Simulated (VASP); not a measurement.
# Sb (I4/mmm) in VASP: a series of runs

Runs on Sb. Level: PBE. Tasks: single point.

Everything below comes from runs of VASP 6.6.1. Logs are shortened: lines on timing, memory, paths and dates and some standing lists are left out, and cuts for length are marked.

## Step 1: The cell of the first run

It takes space group I4/mmm (No. 139, tetragonal). Conventional cell: a = 2.949 Å, b = 2.949 Å, c = 4.859 Å, α = 90.00°, β = 90.00°, γ = 90.00°. Within 3.9 Å of Sb (site symmetry 4/mmm) lie 12 Sb at 2.95 to 3.20 Å.

## Step 2: Single point, PBE (volume scaled by 0.94)

Contents of INCAR:

```
PREC = Accurate ; ENCUT = 520
EDIFF = 1E-6 ; ISMEAR = -1
SIGMA = 0.05 ; LREAL = F
LASPH = T ; NELM = 60
ALGO = Normal ; ISIF = 2
LWAVE = F ; LCHARG = F
GGA = PE ; NBANDS = 8
```

Contents of KPOINTS:

```
regular mesh
0
Gamma
  19 19 19
```

Contents of POSCAR:

```
Sb
1.0
   -1.4742770936      1.4742770936      2.4293735496
    1.4742770936     -1.4742770936      2.4293735496
    1.4742770936      1.4742770936     -2.4293735496
Sb
1
Direct
    0.0000000000      0.0000000000      0.0000000000
```

Potentials or basis: VASP PAW PBE potentials, release 64 (Sb).

Launch:

```
$ cat potpaw_PBE.64/Sb/POTCAR > POTCAR
$ mpirun -np 1 vasp_std > vasp.out
```

OUTCAR:

```text
PREC = Accurate
   ENCUT = 520
   EDIFF = 1E-6
   ISMEAR = -1
   LREAL = F
   LASPH = T
   NELM = 60
   ISIF = 2
   GGA = PE

 ion  position               nearest neighbor table
   1  0.000  0.000  0.000-

  LATTYP: Found a body centered tetragonal cell.
 ALAT       =     2.9485541872
 C/A-ratio  =     1.6478405316

  Lattice vectors:

 A1 = (  -1.4742770936,   1.4742770936,   2.4293735496)
 A2 = (   1.4742770936,  -1.4742770936,   2.4293735496)
 A3 = (   1.4742770936,   1.4742770936,  -2.4293735496)

Analysis of symmetry for initial positions (statically):
=====================================================================
 Subroutine PRICEL returns:
 Original cell was already a primitive cell.

 Routine SETGRP: Setting up the symmetry group for a
 body centered tetragonal supercell.

 Subroutine GETGRP returns: Found 16 space group operations
 (whereof 16 operations were pure point group operations)
 out of a pool of 16 trial point group operations.

The static configuration has the point symmetry D_4h.

Analysis of symmetry for dynamics (positions and initial velocities):
=====================================================================
 Subroutine PRICEL returns:
 Original cell was already a primitive cell.

 Routine SETGRP: Setting up the symmetry group for a
 body centered tetragonal supercell.

 Subroutine GETGRP returns: Found 16 space group operations
 (whereof 16 operations were pure point group operations)
 out of a pool of 16 trial point group operations.

The dynamic configuration has the point symmetry D_4h.

 Subroutine INISYM returns: Found 16 space group operations
 (whereof 16 operations are pure point group operations),
 and found     1 'primitive' translations

----------------------------------------------------------------------------------------

                                     Primitive cell

  volume of cell :      21.1209

  direct lattice vectors                    reciprocal lattice vectors
    -1.474277094  1.474277094  2.429373550     0.000000000  0.339149270  0.205814376
     1.474277094 -1.474277094  2.429373550     0.339149270  0.000000000  0.205814376
     1.474277094  1.474277094 -2.429373550     0.339149270  0.339149270  0.000000000

  length of vectors
     3.201381224  3.201381224  3.201381224     0.396713731  0.396713731  0.479629497

  position of ions in fractional coordinates (direct lattice)
     0.000000000  0.000000000  0.000000000

  ion indices of the primitive-cell ions
   primitive index   ion index
                 1           1

----------------------------------------------------------------------------------------

 KPOINTS: regular mesh

Automatic generation of k-mesh.
 Grid dimensions read from file:
 generate k-points for:   19   19   19

 Generating k-lattice:

  Cartesian coordinates                     Fractional coordinates (reciprocal lattice)
     0.000000000  0.017849962  0.010832336     0.052631579 -0.000000000  0.000000000
     0.017849962  0.000000000  0.010832336    -0.000000000  0.052631579  0.000000000
     0.017849962  0.017849962  0.000000000     0.000000000  0.000000000  0.052631579

  Length of vectors
     0.020879670  0.020879670  0.025243658

  Shift w.r.t. Gamma in fractional coordinates (k-lattice)
     0.000000000  0.000000000  0.000000000

 Subroutine IBZKPT returns following result:
 ===========================================

 Found    550 irreducible k-points:

 Following reciprocal coordinates:
            Coordinates               Weight
  0.000000  0.000000  0.000000      1.000000
  0.052632 -0.000000  0.000000      8.000000
  0.105263 -0.000000  0.000000      8.000000
  0.157895 -0.000000  0.000000      8.000000
  0.210526 -0.000000  0.000000      8.000000
  0.263158  0.000000  0.000000      8.000000
[... 16 lines left out ...]
 -0.315789  0.052632 -0.000000     16.000000
 -0.263158  0.052632 -0.000000     16.000000
 [... further k-points ...]
   k-points           NKPTS =    550   k-points in BZ     NKDIM =    550   number of bands    NBANDS=      8
   number of dos      NEDOS =    301   number of ions     NIONS =      1
   total plane-waves  NPLWV =  13824
   dimension x,y,z NGX =    24 NGY =   24 NGZ =   24
   dimension x,y,z NGXF=    48 NGYF=   48 NGZF=   48
   ions per type =               1
   NGX,Y,Z   is equivalent  to a cutoff of  12.46, 12.46, 12.46 a.u.
   NGXF,Y,Z  is equivalent  to a cutoff of  24.93, 24.93, 24.93 a.u.
 SYSTEM =  unknown system
   PREC   = accura    normal or accurate (medium, high low for compatibility)
   ISTART =      0    job   : 0-new  1-cont  2-samecut
   ICHARG =      2    charge: 1-file 2-atom 10-const
   ISPIN  =      1    spin polarized calculation?
   LNONCOLLINEAR =      F non collinear calculations
   LSORBIT =      F    spin-orbit coupling
   LASPH  =      T    aspherical Exc in radial PAW
   ENCUT  =  520.0 eV  38.22 Ry    6.18 a.u.   5.95  5.95  5.95*2*pi/ulx,y,z
   NELM   =     60;   NELMIN=  2; NELMDL= -5     # of ELM steps
   EDIFF  = 0.1E-05   stopping-criterion for ELM
   LREAL  =      F    real-space projection
   EDIFFG = 0.1E-04   stopping-criterion for IOM
   NSW    =      0    number of steps for IOM
   IBRION =     -1    ionic relax: 0-MD 1-quasi-New 2-CG
   NFREE  =      0    steps in history (QN), initial steepest desc. (CG)
   ISIF   =      2    stress and relaxation
   ISYM   =      2    0-nonsym 1-usesym 2-fastsym
   POTIM  = 0.5000    time-step for ionic-motion
   TEBEG  =    0.0;   TEEND  =   0.0 temperature during run
   PSTRESS=    0.0 pullay stress
   NELECT =       5.0000    total number of electrons
   NUPDOWN=      -1.0000    fix difference up-down
   EMIN   =  10.00;   EMAX   =-10.00  energy-range for DOS
   EFERMI =   0.00;   METHOD = LEGACY
   ISMEAR =    -1;   SIGMA  =   0.05  broadening in eV -4-tet -1-fermi 0-gaus
   EFERMI_NEDOS =   21; number of points for ismear=-14 and -15
   IALGO  =     38    algorithm
   IMIX   =      4    mixing-type and parameters
     AMIX     =   0.40;   BMIX     =  1.00
     AMIX_MAG =   1.60;   BMIX_MAG =  1.00
  volume/ion in A,a.u.               =      21.12       142.53
  Fermi-wavevector in a.u.,A,eV,Ry     =   1.012731  1.913784 13.954455  1.025624
  Thomas-Fermi vector in A             =   2.145858
   LORBIT       =      0    0 simple, 1 ext, 2 COOP (PROOUT), +10 PAW based schemes
   GGA     = PE    functional components
   LHFCALC =     F    Hartree Fock is set to
   AEXX    =    0.0000 exact exchange contribution
   IVDW    =     0    specifies the selected vdW correction
   LEPSILON=     F    determine dielectric tensor
   LRPA    =     F    only Hartree local field effects (RPA)
 non-spin polarized calculation
  energy-cutoff  :      520.00
  volume of cell :       21.12
 maximum number of plane-waves:       590
   NGX = 11   NGY = 11   NGZ = 11

 number of electron       4.9999999 magnetization

 Free energy of the ion-electron system (eV)
  ---------------------------------------------------
  ext. energy  EPLUGINS =         0.00000000
  ---------------------------------------------------
  free energy    TOTEN  =        -3.38702651 eV

  energy without entropy =       -3.38291451  energy(sigma->0) =       -3.38497051

 E-fermi :  12.1261     XC(G=0): -11.3256

 val. band max:       12.1228346346   @ k =  -0.2632   0.1053  -0.0000
 cond. band min:      12.1377133313   @ k =  -0.4211   0.2632   0.0526
 fundamental gap:      0.0148786967
 Fermi energy:        12.1261172063

 k-point     1 :       0.0000    0.0000    0.0000
  band No.  band energies     occupation
      1      -3.0486      2.00000
      2      19.1910      0.00000
      3      19.3718      0.00000
      4      19.3718      0.00000
      5      22.4268      0.00000
      6      22.4618      0.00000
      7      23.4436      0.00000
      8      23.4436      0.00000

 k-point     2 :       0.0526   -0.0000    0.0000
  band No.  band energies     occupation
      1      -2.9797      2.00000
      2      18.5208      0.00000
      3      19.0060      0.00000
      4      19.3242      0.00000
      5      21.8871      0.00000
      6      22.7868      0.00000
      7      23.5818      0.00000
      8      23.6132      0.00000

 k-point     3 :       0.1053   -0.0000    0.0000
  band No.  band energies     occupation
      1      -2.7727      2.00000
      2      16.7995      0.00000
      3      18.4433      0.00000
      4      19.2039      0.00000
      5      21.4773      0.00000
      6      22.5749      0.00000
      7      23.9245      0.00000
      8      23.9690      0.00000

 k-point     4 :       0.1579   -0.0000    0.0000
  band No.  band energies     occupation
      1      -2.4279      2.00000
      2      14.8316      0.00000
      3      17.7566      0.00000
      4      19.0575      0.00000
      5      21.0976      0.00000
      6      22.1708      0.00000
      7      24.5371      0.00000
      8      24.7439      0.00000

 k-point     5 :       0.2105   -0.0000    0.0000
  band No.  band energies     occupation
      1      -1.9455      2.00000
      2      12.8434      0.00000
      3      17.0631      0.00000
      4      18.9244      0.00000
      5      20.6776      0.00000
      6      21.9456      0.00000
      7      25.1356      0.00000
      8      25.6899      0.00000
[... 177 lines left out ...]
 k-point    22 :      -0.3684    0.0526    0.0000
  band No.  band energies     occupation
      1       0.1165      2.00000
      2       7.8896      2.00000
      3      15.2824      0.00000
      4      18.4390      0.00000
      5      20.0021      0.00000
      6      21.9525      0.00000
      7      23.7867      0.00000
      8      25.3136      0.00000

 k-point    23 :      -0.3158    0.0526   -0.0000
  band No.  band energies     occupation
      1      -0.7254      2.00000
      2       9.6187      2.00000
      3      15.6990      0.00000
      4      18.5170      0.00000
      5      20.3118      0.00000
      6      22.3479      0.00000
      7      23.8472      0.00000
      8      25.5846      0.00000

 k-point    24 :      -0.2632    0.0526   -0.0000
  band No.  band energies     occupation
      1      -1.4417      2.00000
      2      11.4709      2.00000
      3      16.2273      0.00000
      4      18.6181      0.00000
      5      20.6689      0.00000
      6      22.5934      0.00000
      7      24.2481      0.00000
      8      24.8976      0.00000

 [... further k-points ...]
[... 5 lines left out ...]
  --------------------------------------------------------------------------------------
  -------------------------------------------------------------------------------------
  Total        3.9770870      3.9770870      3.4912948      0.0000000      0.0000000      0.0000000
  in kB      301.6915509    301.6915509    264.8406126      0.0000000      0.0000000      0.0000000
  external PRESSURE =     289.4079048 kB  Pullay stress =       0.0000000 kB

 VOLUME and BASIS-vectors are now :
 -----------------------------------------------------------------------------
  energy-cutoff  :      520.00
  volume of cell :       21.12
      direct lattice vectors                 reciprocal lattice vectors
    -1.474277094  1.474277094  2.429373550     0.000000000  0.339149270  0.205814376
     1.474277094 -1.474277094  2.429373550     0.339149270  0.000000000  0.205814376
     1.474277094  1.474277094 -2.429373550     0.339149270  0.339149270  0.000000000

 POSITION                                       TOTAL-FORCE (eV/Angst)
 -----------------------------------------------------------------------------------
      0.00000      0.00000      0.00000         0.000000      0.000000     -0.000000
 -----------------------------------------------------------------------------------
    total drift:                                0.000000     -0.000000     -0.000000

  FREE ENERGIE OF THE ION-ELECTRON SYSTEM (eV)
  ---------------------------------------------------
  free  energy   TOTEN  =        -3.3870265130 eV

  energy  without entropy=       -3.3829145084  energy(sigma->0) =       -3.38497051
```

Wall time 44 s (1 thread of Intel Xeon Platinum 8259CL at 2.50GHz (Skylake/Cascade Lake), shared host); peak memory 0.21 GiB.

What came out:

* Free energy: -3.3870 eV
* Pressure: 28.9 GPa

Stress tensor (GPa, compression positive):
```
30.17  0.00  0.00
 0.00 30.17  0.00
 0.00  0.00 26.48
```

Caveat: spin-orbit coupling is left out, which moves the levels of the heavy elements.

## Step 3: Single point, PBE (volume scaled by 0.98)

Contents of INCAR:

```
PREC = Accurate ; ENCUT = 520
EDIFF = 1E-7 ; ISMEAR = -1
SIGMA = 0.05 ; LREAL = False
LASPH = True ; NELM = 80
ALGO = Normal ; ISIF = 2
LWAVE = False ; LCHARG = False
GGA = PE ; NBANDS = 8
```

Contents of KPOINTS:

```
Automatic mesh
0
Gamma
  19 19 19
```

Contents of POSCAR:

```
Sb
1.0
   -1.4948990245      1.4948990245      2.4633552032
    1.4948990245     -1.4948990245      2.4633552032
    1.4948990245      1.4948990245     -2.4633552032
Sb
1
Direct
    0.0000000000      0.0000000000      0.0000000000
```

Potentials or basis: VASP PAW PBE potentials, release 64 (Sb).

Launch:

```
$ cat potpaw_PBE.64/Sb/POTCAR > POTCAR
$ mpirun -np 1 vasp_std > vasp.out
```

Run time: 72 s. Hardware: 1 thread of Intel Xeon Platinum 8259CL at 2.50GHz (Skylake/Cascade Lake), shared host; peak memory 0.21 GiB.

It converged, with:

* Free energy: -3.5296 eV
* Pressure: 22.1 GPa

Stress tensor (GPa, compression positive):
```
23.06  0.00  0.00
 0.00 23.06  0.00
 0.00  0.00 20.28
```

Levels at points of the mesh, in eV from the Fermi level:
| k point | band 1 | band 2 | band 3 | band 4 | band 5 | band 6 | band 7 |
| --- | --- | --- | --- | --- | --- | --- | --- |
| (0.00, 0.00, 0.00) | -14.76 | 6.65 | 6.89 | 6.89 | 10.13 | 10.37 | 11.16 |

Caveat: spin-orbit coupling is left out, which moves the levels of the heavy elements.

## Step 4: Single point, PBE (volume scaled by 1.01)

Contents of INCAR:

```
  PREC = Accurate
  ENCUT = 520
  EDIFF = 1E-6
  ISMEAR = -1
  SIGMA = 0.05
  LREAL = F
  LASPH = T
  NELM = 80
  ALGO = Normal
  ISIF = 2
  LWAVE = F
  LCHARG = T
  GGA = PE
  LELF = T
  LVHAR = T
  NBANDS = 8
```

Contents of KPOINTS:

```
regular mesh
0
Gamma
  19 19 19
```

Contents of POSCAR:

```
Sb
1.0
   -1.5100000367      1.5100000367      2.4882392632
    1.5100000367     -1.5100000367      2.4882392632
    1.5100000367      1.5100000367     -2.4882392632
Sb
1
Direct
    0.0000000000      0.0000000000      0.0000000000
```

Launch:

```
$ cat potpaw_PBE.64/Sb/POTCAR > POTCAR
$ mpirun -np 1 vasp_std > vasp.out
```

It took 61 s on 1 thread of Intel Xeon Platinum 8259CL at 2.50GHz (Skylake/Cascade Lake), shared host; peak memory 0.21 GiB.

It converged, with:

```
Free energy : -3.6135 eV
Pressure    : 17.9 GPa
```

Stress tensor (GPa, compression positive):
```
18.57  0.00  0.00
 0.00 18.57  0.00
 0.00  0.00 16.44
```

Levels at points of the mesh, in eV from the Fermi level:
```tsv
k point	band 1	band 2	band 3	band 4	band 5
(0.00, 0.00, 0.00)	-14.47	6.37	6.65	6.65	10.01
```

Caveat: spin-orbit coupling is left out, which moves the levels of the heavy elements.

## Step 5: Single point, PBE (volume scaled by 1.04)

Contents of INCAR:

```
PREC = Accurate ; ENCUT = 520
EDIFF = 1E-7 ; ISMEAR = -1
SIGMA = 0.05 ; LREAL = F
LASPH = T ; NELM = 80
ALGO = Normal ; ISIF = 2
LWAVE = F ; LCHARG = F
GGA = PE ; NBANDS = 8
```

KPOINTS is that of step 4.

Contents of POSCAR:

```
Sb
1.0
   -1.5248049028      1.5248049028      2.5126353215
    1.5248049028     -1.5248049028      2.5126353215
    1.5248049028      1.5248049028     -2.5126353215
Sb
1
Direct
    0.0000000000      0.0000000000      0.0000000000
```

Launch:

```
$ cat potpaw_PBE.64/Sb/POTCAR > POTCAR
$ mpirun -np 1 vasp_std > vasp.out
```

It took 2.6 min on 1 thread of Intel Xeon Platinum 8259CL at 2.50GHz (Skylake/Cascade Lake), shared host; peak memory 0.24 GiB.

Results (log left out):

| Quantity | Value |
| --- | --- |
| Free energy | -3.6807 eV |
| Pressure | 14.2 GPa |

Stress tensor (GPa, compression positive):
```
14.70  0.00  0.00
 0.00 14.70  0.00
 0.00  0.00 13.16
```

Levels at points of the mesh, in eV from the Fermi level:
| k point | band 1 | band 2 | band 3 | band 4 | band 5 | band 6 |
| --- | --- | --- | --- | --- | --- | --- |
| (0.00, 0.00, 0.00) | -14.19 | 6.10 | 6.42 | 6.42 | 9.91 | 10.42 |

Caveat: spin-orbit coupling is left out, which moves the levels of the heavy elements.

(Continued in part 2 of 2.)
